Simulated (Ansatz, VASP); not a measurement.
This is a calculation of FePt for Ansatz 0.2.0.

input.yaml

```yaml
crystal:
  lattice:
    - [2.7235, 0.0, 0.0]
    - [0.0, 2.7235, 0.0]
    - [0.0, 0.0, 3.72]
  atoms:
    - { symbol: Pt, position: [0.5, 0.5, 0.5] }
    - { symbol: Fe, position: [0.0, 0.0, 0.0], spin: 3.0 }
hamiltonian:
  xc: pbe
  pseudopotentials: { kind: paw }
magnetization:
  spin_polarized: true
kpoints:
  mp_grid: { grid: [10, 10, 7] }
scf:
  occupations: { method: gaussian, width: 0.014 }
output:
  forces: true
  stress: true
  eigenvalues: true
```

Potentials or basis: Ansatz PAW.

Run with:

```console
$ ansatz run input.yaml --threads 2 --pin off --max-ram 5632MiB --backend cpu --events-out ev --progress --plain --runs-dir out
```

Task: Set up the same calculation for VASP 6.6.1. Potentials there: VASP PAW PBE potentials, release 64 (Pt, Fe).

Result: As run (the cutoff follows the program's own potentials):

Contents of INCAR:

```
  ALGO = Normal
  EDIFF = 1E-6
  ENCUT = 600
  GGA = PE
  GGA_COMPAT = False
  ISIF = 2
  ISMEAR = 0
  ISPIN = 2
  LASPH = True
  LCHARG = False
  LMAXMIX = 4
  LORBIT = 11
  LREAL = False
  LWAVE = False
  MAGMOM = 0 3
  NBANDS = 20
  NELM = 200
  PREC = Accurate
  SIGMA = 0.014
```

Contents of KPOINTS:

```
k-points
0
Gamma
  10 10 7
```

POSCAR

```
FePt
1.0
    2.7235000000      0.0000000000      0.0000000000
    0.0000000000      2.7235000000      0.0000000000
    0.0000000000      0.0000000000      3.7200000000
Pt Fe
1 1
Direct
    0.5000000000      0.5000000000      0.5000000000
    0.0000000000      0.0000000000      0.0000000000
```

Potentials or basis: VASP PAW PBE potentials, release 64 (Pt, Fe).

Launch:

```sh
$ cat potpaw_PBE.64/Pt/POTCAR potpaw_PBE.64/Fe/POTCAR > POTCAR
$ mpirun -np 1 vasp_std > vasp.out
```

Both were run:

|  | VASP | Ansatz | Ansatz less VASP |
| --- | --- | --- | --- |
| gap on the k mesh at the Fermi level (eV) | none | none | - |
| pressure (GPa) | 2.8 | 3.3 | +0.55 |
| traceless stress, the component that is largest in VASP (GPa) | 0.40 | 0.36 | -0.049 |
| net moment per atom (μB) | 1.63 | 1.64 | +0.012 |
| size of the moment on the site where the two differ most (μB) | 0.32 | 0.39 | +0.065 |

Site moments also hang on the region over which each program counts them. A gap of «none» marks a metal or a gap that the smearing closes. With one functional, cell and mesh, what is left measures potentials, basis and numerics. VASP's potentials hold 18 valence electrons a cell and Ansatz's 34, so a difference there can come from the potentials and not from the codes.

Spin-orbit coupling is off throughout.
